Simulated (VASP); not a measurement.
Runs of VASP 6.6.1 on RbCl. The structure is that of space group Fm-3m (No. 225), or close to it. The cells are those of the table. 

| level | cell | cutoff (eV) | smearing | gap on the mesh (eV) | pressure (GPa) |
| --- | --- | --- | --- | --- | --- |
| r2SCAN | a = 4.645 Å, angles 60.0°, 2 atoms | 550 | gaussian 0.05 eV | 5.62 | 0.4 |
| r2SCAN | a = 4.613 Å, angles 60.0°, 2 atoms | 550 | gaussian 0.05 eV | 5.69 | (a) |
| r2SCAN | a = 4.677 Å, angles 60.0°, 2 atoms | 550 | gaussian 0.05 eV | 5.55 | 0.0 |
| RPBE | a = 4.677 Å, angles 60.0°, 2 atoms | 500 | gaussian 0.05 eV | 5.29 | 2.0 |
| r2SCAN | a = 4.736 Å, angles 60.0°, 2 atoms | 550 | gaussian 0.05 eV | (b) | -0.6 |
| r2SCAN | a = 4.730 Å, angles 60.0°, 2 atoms | 550 | gaussian 0.05 eV | 5.45 | -0.5 |
| r2SCAN | a = 4.708 Å, angles 60.0°, 2 atoms | 550 | gaussian 0.05 eV | 5.49 | -0.3 |
| r2SCAN | a = 4.677 Å, angles 60.0°, 2 atoms | 550 | methfessel-paxton 0.1 eV | 5.56 | 0.0 |

Alike in all rows: task single point; potentials or basis VASP PAW PBE potentials, release 64 (Rb_sv, Cl); no spin polarisation; k mesh 6 × 6 × 6.

Q: Estimate the missing entries.

A: (a) 0.8; (b) 5.44.

Caveats: the PAW data sets were made with another functional, which shifts forces and pressure a little.

A k mesh can miss the band edges, and the runs leave out spin-orbit coupling on Rb.
